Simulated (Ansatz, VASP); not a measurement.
**HgBr: VASP beside Ansatz**

```xyz
4
Lattice="13.8900 0.0000 0.0000 0.0000 9.0000 0.0000 0.0000 0.0000 13.4700" Properties=species:S:1:pos:R:3 pbc="T T T"
Hg    6.9434    4.5000    8.9597
Hg    6.9434    4.5000    4.5000
Br    9.3869    4.5000    8.9717
Br    4.5000    4.5000    8.9717
```

Alike in both runs: task single point; functional PBE; k mesh 1 × 1 × 1; occupations gaussian, width 0.01 eV; no spin polarisation.

|  | VASP | Ansatz |
| --- | --- | --- |
| version | VASP 6.6.1 | Ansatz 0.2.0 |
| potentials or method | VASP PAW PBE potentials, release 64 (Hg, Br), cutoff 520 eV | scalar-relativistic, plane waves, PAW |
| valence electrons in the cell | 38 | 54 |

|  | VASP | Ansatz | Ansatz less VASP |
| --- | --- | --- | --- |
| gap on the k mesh at the Fermi level (eV) | 3.25 | 3.26 | +0.005 |
| rms of the force components (eV/Å) | 0.109 | 0.148 | +0.0388 |

Atom by atom the forces differ by 0.039 eV/Å (rms over components). VASP's potentials hold 38 valence electrons a cell and Ansatz's 54, so a difference there can come from the potentials and not from the codes. Ansatz's warnings: structure snapped to symmetry.

Neither program's run includes spin-orbit coupling.
